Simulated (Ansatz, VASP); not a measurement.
**GaAs: VASP beside Ansatz**

INCAR

```
SYSTEM = GaAs
PREC     = Accurate       ! precision mode
ENCUT    = 520            ! plane-wave cutoff, eV
EDIFF    = 1E-7           ! SCF threshold, eV
ISMEAR   = -1             ! smearing method
SIGMA    = 0.02           ! smearing width, eV
LREAL    = .False.        ! projectors in reciprocal space
LASPH    = .True.         ! aspherical terms in the spheres
NELM     = 100            ! most SCF steps
ALGO     = Normal         ! electronic algorithm
ISIF     = 2              ! what is computed and relaxed
LWAVE    = .False.        ! write WAVECAR
LCHARG   = .True.         ! write CHGCAR
GGA      = PE             ! functional
LELF     = .True.         ! ELF
LVHAR    = .True.       
NBANDS   = 16             ! bands
```

Contents of KPOINTS:

```
regular mesh
0
Gamma
  8 8 8
  0 0 0
```

File POSCAR:

```
GaAs
1.0
    0.0000000000      2.8614159464      2.8614159464
    2.8614159464      0.0000000000      2.8614159464
    2.8614159464      2.8614159464      0.0000000000
Ga As
1 1
Direct
    0.0000000000      0.0000000000      0.0000000000
    0.2500000000      0.2500000000      0.2500000000
```

Input for Ansatz:

```yaml
crystal:
  lattice:
    - [0.0, 2.8614159464, 2.8614159464]
    - [2.8614159464, 0.0, 2.8614159464]
    - [2.8614159464, 2.8614159464, 0.0]
  atoms:
    - { symbol: Ga, position: [0.0, 0.0, 0.0] }
    - { symbol: As, position: [0.25, 0.25, 0.25] }
kpoints:
  mp_grid: { grid: [8, 8, 8] }
  band_path:
    path:
      - [0.0, 0.0, 0.0]
      - [-0.5, -0.5, 0.0]
      - [-0.375, -0.375, 0.25]
      - [-0.375, 0.0, 0.375]
      - [0.0, 0.0, 0.5]
      - [-0.5, -0.25, 0.25]
    npoints: 1
hamiltonian:
  xc: pbe
scf:
  occupations: { method: fermi_dirac, width: 0.02 }
  n_extra_bands: 4
output:
  forces: true
  stress: true
  eigenvalues: true
  write_density: true
  write_potential: true
  elf: true
  volumetric_format: npy
```

Change from the starting cell: hydrostatic strain +1.0%.

Alike in both runs: task single point; functional PBE; k mesh 8 × 8 × 8; occupations fermi-dirac, width 0.02 eV; no spin polarisation.

|  | VASP | Ansatz |
| --- | --- | --- |
| version | VASP 6.6.1 | Ansatz 0.2.0 |
| potentials or method | VASP PAW PBE potentials, release 64 (Ga_d, As) | plane waves, PAW |
| plane-wave cutoff (eV) | 520 | 420 |
| valence electrons in the cell | 18 | 28 |

|  | VASP | Ansatz | Ansatz less VASP |
| --- | --- | --- | --- |
| pressure (GPa) | 0.9 | 0.7 | -0.18 |

VASP's potentials hold 18 valence electrons a cell and Ansatz's 28, so a difference there can come from the potentials and not from the codes.
